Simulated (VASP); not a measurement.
Wanted: the native input for a VASP 6.6.1 run.

```
Task                   : single point
Functional             : PBE
Potentials or basis    : VASP PAW PBE potentials, release 64 (W_sv, S)
Cutoff                 : 520 eV
k mesh                 : 12 × 12 × 12
Occupations            : gaussian, width 0.02 eV
Spin                   : no spin polarisation
Dipole correction      : no
Further INCAR settings : ALGO = Normal; EDIFF = 1e-06; NBANDS = 20
```

The structure of WS2 lies in POSCAR:

```
WS2
1.0
    1.5662014961      0.9042468554      5.8370106125
   -1.5662014961      0.9042468554      5.8370106125
    0.0000000000     -1.8084937108      5.8370106125
W S
1 2
Direct
    0.0006334482      0.0006334482      0.0006334482
    0.4239052012      0.4239052012      0.4239052012
    0.2441613507      0.2441613507      0.2441613507
```

One way to write it, as run:

INCAR

```
PREC = Accurate
ENCUT = 520
EDIFF = 1E-6
ISMEAR = 0
SIGMA = 0.02
LREAL = False
LASPH = True
NELM = 100
ALGO = Normal
ISIF = 2
LWAVE = False
LCHARG = False
GGA = PE
NBANDS = 20
```

KPOINTS

```
Automatic mesh
0
Gamma
  12 12 12
```

Potentials or basis: VASP PAW PBE potentials, release 64 (W_sv, S).

Launch:

```bash
$ cat potpaw_PBE.64/W_sv/POTCAR potpaw_PBE.64/S/POTCAR > POTCAR
$ mpirun -np 1 vasp_std > vasp.out
```

It gave:

* Pressure: 8.0 GPa
* Band gap on the k mesh: 0.75 eV (least direct gap 2.01 eV)

Caveat: the cell stands under pressure; spin-orbit coupling is left out, which moves the levels of the heavy elements.

It took 5.9 min on 1 thread of AMD EPYC 9R45 96-Core Processor (Zen 5), on a shared host, peak memory 0.4 GiB.
